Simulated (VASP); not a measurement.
# Be (P6_3/mmc) in VASP: further runs

Runs on Be. Level: PBE. Tasks: single point.

Everything below comes from runs of VASP 6.6.1. Logs are shortened: lines on timing, memory, paths and dates and some standing lists are left out, and cuts for length are marked.

**1. The cell of the first run**

It takes space group P6_3/mmc (No. 194, hexagonal). The conventional cell has a = 2.309 Å, b = 2.309 Å, c = 3.630 Å, α = 90.00°, β = 90.00°, γ = 120.00°. Be (site symmetry -6m2) has 12 Be at 2.25 to 2.31 Å within 3.0 Å.

**2. Single point, PBE (8.38 Å³/atom)**

The input, INCAR:

```
SYSTEM = Be
PREC = Accurate
ENCUT = 520
EDIFF = 1E-6
ISMEAR = 0
SIGMA = 0.1
LREAL = .FALSE.
LASPH = .TRUE.
NELM = 80
ALGO = Normal
ISIF = 2
LWAVE = .FALSE.
LCHARG = .TRUE.
GGA = PE
LELF = .TRUE.
LVHAR = .TRUE.
NBANDS = 9
```

The input, KPOINTS:

```
Automatic mesh
0
G
  21 21 12
  0 0 0
```

The input, POSCAR:

```
Be
1.0
    2.3092989468      0.0000000000      0.0000000000
   -1.1546494734      1.9999115528      0.0000000000
    0.0000000000      0.0000000000      3.6296942727
Be
2
Direct
    0.3333333333      0.6666666667      0.2500000000
    0.6666666667      0.3333333333      0.7500000000
```

Potentials or basis: VASP PAW PBE potentials, release 64 (Be).

Run with:

```console
$ cat potpaw_PBE.64/Be/POTCAR > POTCAR
$ mpirun -np 1 vasp_std > vasp.out
```

OUTCAR:

```text
SYSTEM = Be
   PREC = Accurate
   ENCUT = 520
   EDIFF = 1E-6
   ISMEAR = 0
   LREAL = .FALSE.
   LASPH = .TRUE.
   NELM = 80
   ISIF = 2
   GGA = PE

 ion  position               nearest neighbor table
   1  0.333  0.667  0.250-   2 2.25   2 2.25   2 2.25   2 2.25   2 2.25   2 2.25
   2  0.667  0.333  0.750-   1 2.25   1 2.25   1 2.25   1 2.25   1 2.25   1 2.25

  LATTYP: Found a hexagonal cell.
 ALAT       =     2.3092989468
 C/A-ratio  =     1.5717732335

  Lattice vectors:

 A1 = (   2.3092989468,   0.0000000000,   0.0000000000)
 A2 = (  -1.1546494734,   1.9999115528,   0.0000000000)
 A3 = (   0.0000000000,   0.0000000000,   3.6296942727)

Analysis of symmetry for initial positions (statically):
=====================================================================
 Subroutine PRICEL returns:
 Original cell was already a primitive cell.

 Routine SETGRP: Setting up the symmetry group for a
 hexagonal supercell.

 Subroutine GETGRP returns: Found 24 space group operations
 (whereof 12 operations were pure point group operations)
 out of a pool of 24 trial point group operations.

The static configuration has the point symmetry D_3d.
 The point group associated with its full space group is D_6h.

Analysis of symmetry for dynamics (positions and initial velocities):
=====================================================================
 Subroutine PRICEL returns:
 Original cell was already a primitive cell.

 Routine SETGRP: Setting up the symmetry group for a
 hexagonal supercell.

 Subroutine GETGRP returns: Found 24 space group operations
 (whereof 12 operations were pure point group operations)
 out of a pool of 24 trial point group operations.

The dynamic configuration has the point symmetry D_3d.
 The point group associated with its full space group is D_6h.

 Subroutine INISYM returns: Found 24 space group operations
 (whereof 12 operations are pure point group operations),
 and found     1 'primitive' translations

----------------------------------------------------------------------------------------

                                     Primitive cell

  volume of cell :      16.7634

  direct lattice vectors                    reciprocal lattice vectors
     2.309298947  0.000000000  0.000000000     0.433031852  0.250011056  0.000000000
    -1.154649473  1.999911553  0.000000000     0.000000000  0.500022113  0.000000000
     0.000000000  0.000000000  3.629694273     0.000000000  0.000000000  0.275505297

  length of vectors
     2.309298947  2.309298947  3.629694273     0.500022113  0.500022113  0.275505297

  position of ions in fractional coordinates (direct lattice)
     0.333333333  0.666666667  0.250000000
     0.666666667  0.333333333  0.750000000

  ion indices of the primitive-cell ions
   primitive index   ion index
                 1           1
                 2           2

----------------------------------------------------------------------------------------

 KPOINTS: Automatic mesh

Automatic generation of k-mesh.
 Grid dimensions read from file:
 generate k-points for:   21   21   12

 Generating k-lattice:

  Cartesian coordinates                     Fractional coordinates (reciprocal lattice)
     0.020620564  0.011905288  0.000000000     0.047619048  0.000000000  0.000000000
     0.000000000  0.023810577  0.000000000     0.000000000  0.047619048  0.000000000
     0.000000000  0.000000000  0.022958775     0.000000000  0.000000000  0.083333333

  Length of vectors
     0.023810577  0.023810577  0.022958775

  Shift w.r.t. Gamma in fractional coordinates (k-lattice)
     0.000000000  0.000000000  0.000000000

 Subroutine IBZKPT returns following result:
 ===========================================

 Found    336 irreducible k-points:

 Following reciprocal coordinates:
            Coordinates               Weight
  0.000000  0.000000  0.000000      1.000000
  0.047619  0.000000  0.000000      6.000000
  0.095238  0.000000  0.000000      6.000000
  0.142857  0.000000  0.000000      6.000000
  0.190476  0.000000  0.000000      6.000000
  0.238095  0.000000  0.000000      6.000000
[... 16 lines left out ...]
  0.142857  0.095238  0.000000     12.000000
  0.190476  0.095238  0.000000     12.000000
 [... further k-points ...]
   k-points           NKPTS =    336   k-points in BZ     NKDIM =    336   number of bands    NBANDS=      9
   number of dos      NEDOS =    301   number of ions     NIONS =      2
   total plane-waves  NPLWV =   9072
   dimension x,y,z NGX =    18 NGY =   18 NGZ =   28
   dimension x,y,z NGXF=    36 NGYF=   36 NGZF=   56
   ions per type =               2
   NGX,Y,Z   is equivalent  to a cutoff of  12.96, 12.96, 12.82 a.u.
   NGXF,Y,Z  is equivalent  to a cutoff of  25.92, 25.92, 25.65 a.u.
 SYSTEM =  Be
   PREC   = accura    normal or accurate (medium, high low for compatibility)
   ISTART =      0    job   : 0-new  1-cont  2-samecut
   ICHARG =      2    charge: 1-file 2-atom 10-const
   ISPIN  =      1    spin polarized calculation?
   LNONCOLLINEAR =      F non collinear calculations
   LSORBIT =      F    spin-orbit coupling
   LASPH  =      T    aspherical Exc in radial PAW
   ENCUT  =  520.0 eV  38.22 Ry    6.18 a.u.   4.29  4.29  6.75*2*pi/ulx,y,z
   NELM   =     80;   NELMIN=  2; NELMDL= -5     # of ELM steps
   EDIFF  = 0.1E-05   stopping-criterion for ELM
   LREAL  =      F    real-space projection
   EDIFFG = 0.1E-04   stopping-criterion for IOM
   NSW    =      0    number of steps for IOM
   IBRION =     -1    ionic relax: 0-MD 1-quasi-New 2-CG
   NFREE  =      0    steps in history (QN), initial steepest desc. (CG)
   ISIF   =      2    stress and relaxation
   ISYM   =      2    0-nonsym 1-usesym 2-fastsym
   POTIM  = 0.5000    time-step for ionic-motion
   TEBEG  =    0.0;   TEEND  =   0.0 temperature during run
   PSTRESS=    0.0 pullay stress
   NELECT =       4.0000    total number of electrons
   NUPDOWN=      -1.0000    fix difference up-down
   EMIN   =  10.00;   EMAX   =-10.00  energy-range for DOS
   EFERMI =   0.00;   METHOD = LEGACY
   ISMEAR =     0;   SIGMA  =   0.10  broadening in eV -4-tet -1-fermi 0-gaus
   EFERMI_NEDOS =   21; number of points for ismear=-14 and -15
   IALGO  =     38    algorithm
   IMIX   =      4    mixing-type and parameters
     AMIX     =   0.40;   BMIX     =  1.00
     AMIX_MAG =   1.60;   BMIX_MAG =  1.00
  volume/ion in A,a.u.               =       8.38        56.56
  Fermi-wavevector in a.u.,A,eV,Ry     =   1.015409  1.918845 14.028371  1.031056
  Thomas-Fermi vector in A             =   2.148694
   LORBIT       =      0    0 simple, 1 ext, 2 COOP (PROOUT), +10 PAW based schemes
   GGA     = PE    functional components
   LHFCALC =     F    Hartree Fock is set to
   AEXX    =    0.0000 exact exchange contribution
   IVDW    =     0    specifies the selected vdW correction
   LEPSILON=     F    determine dielectric tensor
   LRPA    =     F    only Hartree local field effects (RPA)
 non-spin polarized calculation
 Gauss-broadening in eV      SIGMA  =   0.10
  energy-cutoff  :      520.00
  volume of cell :       16.76
 maximum number of plane-waves:       482
 NGX is ok and might be reduce to    18
   NGX =  9   NGY =  9   NGZ = 13

 number of electron       4.0000000 magnetization

 Free energy of the ion-electron system (eV)
  ---------------------------------------------------
  ext. energy  EPLUGINS =         0.00000000
  ---------------------------------------------------
  free energy    TOTEN  =        -7.51128447 eV

  energy without entropy =       -7.50963377  energy(sigma->0) =       -7.51045912

 E-fermi :   6.5933     XC(G=0): -10.4152

 val. band max:        6.5856274948   @ k =   0.3333   0.2857   0.0833
 cond. band min:       6.6046948783   @ k =   0.3333   0.2857   0.0000
 fundamental gap:      0.0190673835
 Fermi energy:         6.5932594716

 k-point     1 :       0.0000    0.0000    0.0000
  band No.  band energies     occupation
      1      -4.4753      2.00000
      2       2.3360      2.00000
      3       7.5071      0.00000
      4      21.7966      0.00000
      5      21.7966      0.00000
      6      24.5376      0.00000
      7      24.5376      0.00000
      8      26.5455      0.00000
      9      32.6891      0.00000

 k-point     2 :       0.0476    0.0000    0.0000
  band No.  band energies     occupation
      1      -4.4115      2.00000
      2       2.4180      2.00000
      3       7.5293      0.00000
      4      21.2698      0.00000
      5      21.3976      0.00000
      6      24.5387      0.00000
      7      24.7527      0.00000
      8      26.4295      0.00000
      9      31.5137      0.00000

 k-point     3 :       0.0952    0.0000    0.0000
  band No.  band energies     occupation
      1      -4.2203      2.00000
      2       2.6637      2.00000
      3       7.5931      0.00000
      4      19.9254      0.00000
      5      20.5369      0.00000
      6      24.4933      0.00000
      7      25.0367      0.00000
      8      26.0401      0.00000
      9      29.7902      0.00000

 k-point     4 :       0.1429    0.0000    0.0000
  band No.  band energies     occupation
      1      -3.9014      2.00000
      2       3.0725      2.00000
      3       7.6872      0.00000
      4      18.1715      0.00000
      5      19.5685      0.00000
      6      24.3190      0.00000
      7      25.0463      0.00000
      8      25.2638      0.00000
      9      27.9760      0.00000
[... 205 lines left out ...]
 k-point    22 :       0.0952    0.0952    0.0000
  band No.  band energies     occupation
      1      -3.7098      2.00000
      2       3.3174      2.00000
      3       7.7437      0.00000
      4      17.8110      0.00000
      5      18.3362      0.00000
      6      24.3523      0.00000
      7      24.6795      0.00000
      8      24.8408      0.00000
      9      28.7486      0.00000

 k-point    23 :       0.1429    0.0952    0.0000
  band No.  band energies     occupation
      1      -3.2627      2.00000
      2       3.8874      2.00000
      3       7.8436      0.00000
      4      16.0957      0.00000
      5      17.3547      0.00000
      6      23.6884      0.00000
      7      23.8048      0.00000
      8      24.1764      0.00000
      9      28.0920      0.00000

 k-point    24 :       0.1905    0.0952    0.0000
  band No.  band energies     occupation
      1      -2.6879      2.00000
      2       4.6171      2.00000
      3       7.8954      0.00000
      4      14.3607      0.00000
      5      16.5101      0.00000
      6      22.1482      0.00000
      7      22.7527      0.00000
      8      23.7175      0.00000
      9      27.4554      0.00000

 [... further k-points ...]

------------------------ aborting loop because EDIFF is reached ----------------------------------------

  FORCE on cell =-STRESS in cart. coord.  units (eV):
  Direction    XX          YY          ZZ          XY          YZ          ZX
  --------------------------------------------------------------------------------------
  -------------------------------------------------------------------------------------
  Total       -0.6663586     -0.6663586     -0.6663241     -0.0000000     -0.0000000      0.0000000
  in kB      -63.6879982    -63.6879982    -63.6847025     -0.0000000     -0.0000000      0.0000000
  external PRESSURE =     -63.6868997 kB  Pullay stress =       0.0000000 kB

 VOLUME and BASIS-vectors are now :
 -----------------------------------------------------------------------------
  energy-cutoff  :      520.00
  volume of cell :       16.76
      direct lattice vectors                 reciprocal lattice vectors
     2.309298947  0.000000000  0.000000000     0.433031852  0.250011056  0.000000000
    -1.154649473  1.999911553  0.000000000     0.000000000  0.500022113  0.000000000
     0.000000000  0.000000000  3.629694273     0.000000000  0.000000000  0.275505297

 POSITION                                       TOTAL-FORCE (eV/Angst)
 -----------------------------------------------------------------------------------
     -0.00000      1.33327      0.90742         0.000000      0.000000      0.000000
      1.15465      0.66664      2.72227        -0.000000     -0.000000      0.000000
 -----------------------------------------------------------------------------------
    total drift:                                0.000000     -0.000000      0.000000

  FREE ENERGIE OF THE ION-ELECTRON SYSTEM (eV)
  ---------------------------------------------------
  free  energy   TOTEN  =        -7.5112844658 eV

  energy  without entropy=       -7.5096337748  energy(sigma->0) =       -7.51045912
```

It took 18 s on 1 thread of Intel Xeon Platinum 8488C (Sapphire Rapids), shared host; peak memory 0.15 GiB.

Results:

```
Free energy            : -7.5113 eV
Pressure               : -6.4 GPa
Band gap on the k mesh : zero (bands 2 and 3 overlap by 2.03 eV)
```

Levels at points of the mesh, in eV from the Fermi level:
| k point | band 1 | band 2 | band 3 | band 4 | band 5 |
| --- | --- | --- | --- | --- | --- |
| (0.00, 0.00, 0.00) | -11.07 | -4.26 | 0.91 | 15.20 | 15.20 |
| (0.00, 0.00, 0.50) | -8.95 | -8.95 | 10.25 | 10.25 | 16.78 |

Caveat: the cell stands under tension.

**3. Single point, PBE (8.70 Å³/atom)**

This run uses another cell than the first one, of 8.70 Å³/atom.

The input, INCAR:

```
PREC     = Accurate       # precision mode
ENCUT    = 520            # plane-wave cutoff, eV
EDIFF    = 1E-6           # SCF threshold, eV
ISMEAR   = 0              # smearing method
SIGMA    = 0.1            # smearing width, eV
LREAL    = False          # projectors in reciprocal space
LASPH    = True           # aspherical terms in the spheres
NELM     = 80             # most SCF steps
ALGO     = Fast           # electronic algorithm
ISIF     = 2              # what is computed and relaxed
LWAVE    = False          # write WAVECAR
LCHARG   = False          # write CHGCAR
GGA      = PE             # functional
NBANDS   = 9              # bands
```

The input, KPOINTS:

```
regular mesh
0
Gamma
  21 21 12
```

The input, POSCAR:

```
Be
1.0
    2.3396710926      0.0000000000      0.0000000000
   -1.1698355463      2.0262146027      0.0000000000
    0.0000000000      0.0000000000      3.6695056653
Be
2
Direct
    0.3333333333      0.6666666667      0.2500000000
    0.6666666667      0.3333333333      0.7500000000
```

Potentials or basis: VASP PAW PBE potentials, release 64 (Be).

Run with:

```console
$ cat potpaw_PBE.64/Be/POTCAR > POTCAR
$ mpirun -np 1 vasp_std > vasp.out
```

It took 23 s on 1 thread of Intel Xeon Platinum 8488C (Sapphire Rapids), shared host; peak memory 0.15 GiB.

It converged, with:

* Free energy: -7.4790 eV
* Pressure: -9.9 GPa
* Band gap on the k mesh: zero (bands 2 and 3 overlap by 2.00 eV)

Levels at points of the mesh, in eV from the Fermi level:
```csv
k point,band 1,band 2,band 3,band 4,band 5,band 6,band 7
"(0.00, 0.00, 0.00)",-10.86,-4.11,0.84,14.73,14.73,17.41,17.41
"(0.00, 0.00, 0.50)",-8.77,-8.77,10.02,10.02,16.26,16.26,16.26
```

Caveat: the cell stands under tension.
